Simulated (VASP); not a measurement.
Crystal: ZnS.

```
CELL_PARAMETERS angstrom
3.82300 0.00000 0.00000
-1.91150 3.31082 0.00000
0.00000 0.00000 6.26100
ATOMIC_POSITIONS crystal
Zn 0.33333 0.66667 0.00000
Zn 0.66667 0.33333 0.50000
S 0.33333 0.66667 0.37500
S 0.66667 0.33333 0.87500
```

- Program: VASP 6.6.1
- Task: relaxation of cell and atoms
- Functional: LDA
- Potentials or basis: VASP PAW LDA potentials, release 64 (Zn, S)
- Cutoff: 600 eV
- k mesh: 9 × 9 × 6
- Occupations: gaussian, width 0.02 eV
- Spin: no spin polarisation

At the start: pressure -4.6 GPa; volume 19.81 Å³/atom.

Task: How do energy, volume and symmetry change on relaxing?

Result: Over 17 steps the energy falls by 17.7 meV/atom and the volume is 18.64 Å³/atom (-5.9 %); space group P6_3mc (No. 186, to 0.1 Å) before and after.

Step by step:
```csv
step,energy change (eV),largest force (eV/Å),pressure (GPa),volume (Å³)
1,0.0000,0.0069,-4.62,79.25
2,-0.0597,0.0293,1.80,72.87
3,-0.0705,0.0224,0.03,74.55
4,-0.0705,0.0220,-0.05,74.64
5,-0.0706,0.0153,-0.03,74.64
6,-0.0707,0.0053,-0.12,74.63
7,-0.0706,0.0031,0.20,74.44
8,-0.0707,0.0040,0.04,74.55
9,-0.0707,0.0040,-0.04,74.57
10,-0.0707,0.0046,0.00,74.57
11,-0.0707,0.0038,-0.02,74.57
12,-0.0707,0.0014,0.01,74.57
13,-0.0707,0.0017,0.02,74.56
14,-0.0707,0.0027,-0.01,74.57
15,-0.0707,0.0028,-0.02,74.57
16,-0.0707,0.0023,0.00,74.56
17,-0.0707,0.0003,0.00,74.55
```

Final structure:
```
Zn S
1.0
     3.74222    0.00000    0.00000
    -1.87111    3.24086    0.00000
     0.00000    0.00000    6.14731
Zn S
2 2
Direct
  0.33333 0.66667 0.00055
  0.66667 0.33333 0.50055
  0.33333 0.66667 0.37445
  0.66667 0.33333 0.87445
```
